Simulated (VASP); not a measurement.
# Sc5Al (P-3m1) in VASP: further runs, part 2 of 2

VASP 6.6.1. The steps go on from the part before.

### Step 4. Single point, PBE, collinear spin, ferromagnetic start

This run uses another cell than the first one, of 23.25 Å³/atom, 1.293 times its volume.

Input file INCAR:

```
ALGO = Normal
EDIFF = 1E-6
ENCUT = 520
GGA = PE
ISIF = 2
ISMEAR = 0
ISPIN = 2
LASPH = T
LCHARG = F
LMAXMIX = 4
LORBIT = 11
LREAL = F
LWAVE = F
MAGMOM = 1 1 1 1 1 0
NBANDS = 42
NELM = 150
PREC = Accurate
SIGMA = 0.1
```

Input file KPOINTS:

```
k-points
0
Gamma
  6 6 1
```

Input file POSCAR:

```
Sc5Al
1.0
    3.2321145260      0.0000000000      0.0000000000
   -1.6160572630      2.7990932874      0.0000000000
    0.0000000000      0.0000000000     15.4163964739
Sc Al
5 1
Direct
    0.0000000000      0.0000000000      0.0000000000
    0.3333333333      0.6666666667      0.8273010832
    0.6666666667      0.3333333333      0.6530230306
    0.3333333333      0.6666666667      0.3469769694
    0.6666666667      0.3333333333      0.1726989168
    0.0000000000      0.0000000000      0.5000000000
```

Potentials or basis: VASP PAW PBE potentials, release 64 (Sc_sv, Al).

Launch:

```bash
$ cat potpaw_PBE.64/Sc_sv/POTCAR potpaw_PBE.64/Al/POTCAR > POTCAR
$ mpirun -np 1 vasp_std > vasp.out
```

OUTCAR:

```text
EDIFF = 1E-6
   ENCUT = 520
   GGA = PE
   ISIF = 2
   ISMEAR = 0
   ISPIN = 2
   LASPH = T
   LORBIT = 11
   LREAL = F
   NELM = 150
   PREC = Accurate

 ion  position               nearest neighbor table
   1  0.000  0.000  0.000-   2 3.25   5 3.25   2 3.25   5 3.25   5 3.25   2 3.25
   2  0.333  0.667  0.827-   1 3.25   1 3.25   1 3.25   3 3.27   3 3.27   3 3.27
   3  0.667  0.333  0.653-   6 3.01   6 3.01   6 3.01   2 3.27   2 3.27   2 3.27
   4  0.333  0.667  0.347-   6 3.01   6 3.01   6 3.01   5 3.27   5 3.27   5 3.27
   5  0.667  0.333  0.173-   1 3.25   1 3.25   1 3.25   4 3.27   4 3.27   4 3.27
   6  0.000  0.000  0.500-   3 3.01   4 3.01   4 3.01   3 3.01   3 3.01   4 3.01

  LATTYP: Found a hexagonal cell.
 ALAT       =     3.2321145260
 C/A-ratio  =     4.7697556352

  Lattice vectors:

 A1 = (   3.2321145260,   0.0000000000,   0.0000000000)
 A2 = (  -1.6160572630,   2.7990932874,   0.0000000000)
 A3 = (   0.0000000000,   0.0000000000,  15.4163964739)

Analysis of symmetry for initial positions (statically):
=====================================================================
 Subroutine PRICEL returns:
 Original cell was already a primitive cell.

 Routine SETGRP: Setting up the symmetry group for a
 hexagonal supercell.

 Subroutine GETGRP returns: Found 12 space group operations
 (whereof 12 operations were pure point group operations)
 out of a pool of 24 trial point group operations.

The static configuration has the point symmetry D_3d.

Analysis of symmetry for dynamics (positions and initial velocities):
=====================================================================
 Subroutine PRICEL returns:
 Original cell was already a primitive cell.

 Routine SETGRP: Setting up the symmetry group for a
 hexagonal supercell.

 Subroutine GETGRP returns: Found 12 space group operations
 (whereof 12 operations were pure point group operations)
 out of a pool of 24 trial point group operations.

The dynamic configuration has the point symmetry D_3d.

Analysis of structural, dynamic, and magnetic symmetry:
=====================================================================
 Subroutine PRICEL returns:
 Original cell was already a primitive cell.

 Routine SETGRP: Setting up the symmetry group for a
 hexagonal supercell.

 Subroutine GETGRP returns: Found 12 space group operations
 (whereof 12 operations were pure point group operations)
 out of a pool of 24 trial point group operations.

The overall configuration has the point symmetry D_3d.

 Subroutine INISYM returns: Found 12 space group operations
 (whereof 12 operations are pure point group operations),
 and found     1 'primitive' translations

----------------------------------------------------------------------------------------

                                     Primitive cell

  volume of cell :     139.4720

  direct lattice vectors                    reciprocal lattice vectors
     3.232114526  0.000000000  0.000000000     0.309394977  0.178629273  0.000000000
    -1.616057263  2.799093287  0.000000000     0.000000000  0.357258547  0.000000000
     0.000000000  0.000000000 15.416396474     0.000000000  0.000000000  0.064866002

  length of vectors
     3.232114526  3.232114526 15.416396474     0.357258547  0.357258547  0.064866002
[... 77 lines left out ...]
   ISIF   =      2    stress and relaxation
   ISYM   =      2    0-nonsym 1-usesym 2-fastsym
   POTIM  = 0.5000    time-step for ionic-motion
   TEBEG  =    0.0;   TEEND  =   0.0 temperature during run
   PSTRESS=    0.0 pullay stress
   NELECT =      58.0000    total number of electrons
   NUPDOWN=      -1.0000    fix difference up-down
   EMIN   =  10.00;   EMAX   =-10.00  energy-range for DOS
   EFERMI =   0.00;   METHOD = LEGACY
   ISMEAR =     0;   SIGMA  =   0.10  broadening in eV -4-tet -1-fermi 0-gaus
   EFERMI_NEDOS =   21; number of points for ismear=-14 and -15
   IALGO  =     38    algorithm
   IMIX   =      4    mixing-type and parameters
     AMIX     =   0.40;   BMIX     =  1.00
     AMIX_MAG =   1.60;   BMIX_MAG =  1.00
  volume/ion in A,a.u.               =      23.25       156.87
  Fermi-wavevector in a.u.,A,eV,Ry     =   1.221955  2.309160 20.315862  1.493174
  Thomas-Fermi vector in A             =   2.357119
   LORBIT       =     11    0 simple, 1 ext, 2 COOP (PROOUT), +10 PAW based schemes
   GGA     = PE    functional components
   LHFCALC =     F    Hartree Fock is set to
   AEXX    =    0.0000 exact exchange contribution
   IVDW    =     0    specifies the selected vdW correction
   LEPSILON=     F    determine dielectric tensor
   LRPA    =     F    only Hartree local field effects (RPA)
 spin polarized calculation
 Gauss-broadening in eV      SIGMA  =   0.10
  energy-cutoff  :      520.00
  volume of cell :      139.47
 maximum number of plane-waves:      3834
   NGX = 13   NGY = 13   NGZ = 57

 number of electron      57.9999991 magnetization       0.0072148

 number of electron      57.9999991 magnetization      -0.0000895

 Free energy of the ion-electron system (eV)
  ---------------------------------------------------
  ext. energy  EPLUGINS =         0.00000000
  ---------------------------------------------------
  free energy    TOTEN  =       -35.29942206 eV

  energy without entropy =      -35.25455943  energy(sigma->0) =      -35.27699074

 E-fermi :   4.1958     XC(G=0):  -9.9302

 val. band max:        4.0812219635   @ k =   0.3333   0.1667   0.0000
 cond. band min:       4.2245395169   @ k =   0.3333   0.3333   0.0000
 fundamental gap:      0.1433175535
 Fermi energy:         4.1957774112

 spin component 1

 k-point     1 :       0.0000    0.0000    0.0000
  band No.  band energies     occupation
      1     -45.2847      1.00000
      2     -45.2846      1.00000
      3     -45.1775      1.00000
      4     -45.1422      1.00000
      5     -45.1283      1.00000
      6     -24.0313      1.00000
[... 297 lines left out ...]
     40       6.7133      0.00000
     41       6.7401      0.00000
 Fermi energy:         4.1957774112

 spin component 2

 k-point     1 :       0.0000    0.0000    0.0000
  band No.  band energies     occupation
      1     -45.2848      1.00000
      2     -45.2847      1.00000
      3     -45.1774      1.00000
      4     -45.1423      1.00000
      5     -45.1282      1.00000
      6     -24.0314      1.00000
[... 297 lines left out ...]
     40       6.7133      0.00000
     41       6.7402      0.00000
 [bands above 41 left out]

------------------------ aborting loop because EDIFF is reached ----------------------------------------

  FORCE on cell =-STRESS in cart. coord.  units (eV):
  Direction    XX          YY          ZZ          XY          YZ          ZX
  --------------------------------------------------------------------------------------
  -------------------------------------------------------------------------------------
  Total        0.3141919      0.3141919      0.3198599      0.0000000     -0.0000000      0.0000000
  in kB        3.6092631      3.6092631      3.6743746      0.0000000     -0.0000000      0.0000000
  external PRESSURE =       3.6309669 kB  Pullay stress =       0.0000000 kB

 VOLUME and BASIS-vectors are now :
 -----------------------------------------------------------------------------
  energy-cutoff  :      520.00
  volume of cell :      139.47
      direct lattice vectors                 reciprocal lattice vectors
     3.232114526  0.000000000  0.000000000     0.309394977  0.178629273  0.000000000
    -1.616057263  2.799093287  0.000000000     0.000000000  0.357258547  0.000000000
     0.000000000  0.000000000 15.416396474     0.000000000  0.000000000  0.064866002

 POSITION                                       TOTAL-FORCE (eV/Angst)
 -----------------------------------------------------------------------------------
      0.00000      0.00000      0.00000        -0.000000      0.000000      0.000000
     -0.00000      1.86606     12.75400        -0.000000      0.000000      0.014555
      1.61606      0.93303     10.06726        -0.000000      0.000000     -0.066492
     -0.00000      1.86606      5.34913         0.000000     -0.000000      0.066492
      1.61606      0.93303      2.66239         0.000000      0.000000     -0.014555
      0.00000      0.00000      7.70820        -0.000000      0.000000      0.000000
 -----------------------------------------------------------------------------------
    total drift:                                0.000000     -0.000000      0.000000

  FREE ENERGIE OF THE ION-ELECTRON SYSTEM (eV)
  ---------------------------------------------------
  free  energy   TOTEN  =       -35.2994220589 eV

  energy  without entropy=      -35.2545594280  energy(sigma->0) =      -35.27699074

 total charge

# of ion       s       p       d       tot
------------------------------------------
    1        2.282   6.102   1.025   9.409
    2        2.279   6.104   1.019   9.401
    3        2.262   6.117   1.013   9.392
    4        2.262   6.117   1.013   9.392
    5        2.279   6.104   1.019   9.401
    6        0.454   0.322   0.000   0.776
--------------------------------------------------
tot         11.817  30.867   5.089  47.773

 magnetization (x)

# of ion       s       p       d       tot
------------------------------------------
    1       -0.000   0.000   0.000   0.000
    2        0.000  -0.000  -0.000  -0.000
    3        0.000  -0.000  -0.000  -0.000
    4        0.000  -0.000  -0.000  -0.000
    5        0.000  -0.000  -0.000  -0.000
    6        0.000   0.000   0.000   0.000
--------------------------------------------------
tot          0.000   0.000  -0.000  -0.000
```

Run time: 88 s. Hardware: 1 thread of Intel Xeon 6975P-C (Granite Rapids), shared host; peak memory 0.32 GiB.

What came out:

```
Free energy                                           : -35.2994 eV
Pressure                                              : 0.4 GPa
Largest force                                         : 0.066 eV/Å
Band gap on the k mesh                                : zero (filled and empty bands overlap)
Net moment                                            : 0.00 μB per cell
Valence electrons inside the program's atomic spheres : Sc 9.41, 9.40, 9.39; Al 0.78
```

Forces in eV/Å, atoms in the order of the input:
```
Sc   0.000  0.000  0.000
Sc   0.000  0.000  0.015
Sc   0.000  0.000 -0.066
Sc   0.000  0.000  0.066
Sc   0.000  0.000 -0.015
Al   0.000  0.000  0.000
```

Levels at points of the mesh, in eV from the Fermi level:
Spin up:
```csv
k point,band 27,band 28,band 29,band 30,band 31,band 32
"(0.00, 0.00, 0.00)",-0.31,0.34,0.55,1.06,1.39,1.55
"(0.50, 0.00, 0.00)",-1.10,-0.57,-0.45,-0.13,0.05,0.36
```
Spin down:
```tsv
k point	band 25	band 26	band 27	band 28	band 29	band 30	band 31	band 32	band 33	band 34
(0.00, 0.00, 0.00)	-3.12	-1.75	-0.31	0.34	0.55	1.06	1.39	1.55	1.55	1.62
(0.50, 0.00, 0.00)	-1.47	-1.17	-1.10	-0.57	-0.45	-0.13	0.05	0.36	0.97	1.04
```

Caveat: the k points lie up to 0.41 Å⁻¹ apart.

### Step 5. Overview

| spin | cell | k mesh | gap on the mesh (eV) | pressure (GPa) | largest force (eV/Å) |
| --- | --- | --- | --- | --- | --- |
| off | a = 2.941, b = 2.941, c = 14.406 Å, angles 90.0, 90.0, 120.0°, 6 atoms | 6 × 6 × 2 | none | 21.3 | 0.73 |
| off | a = 3.232, b = 3.232, c = 15.416 Å, angles 90.0, 90.0, 120.0°, 6 atoms | 6 × 6 × 2 | none | 0.3 | 0.02 |
| collinear, ferromagnetic start | a = 3.232, b = 3.232, c = 15.416 Å, angles 90.0, 90.0, 120.0°, 6 atoms | 6 × 6 × 1 | none | 0.4 | 0.07 |

Alike in all rows: task single point; level PBE; potentials or basis VASP PAW PBE potentials, release 64 (Sc_sv, Al); cutoff (eV) 520; smearing gaussian 0.1 eV.

Caveats: all runs use coarse meshes.

Total energies depend on the potentials used, so only differences within one code and one set of settings carry meaning.
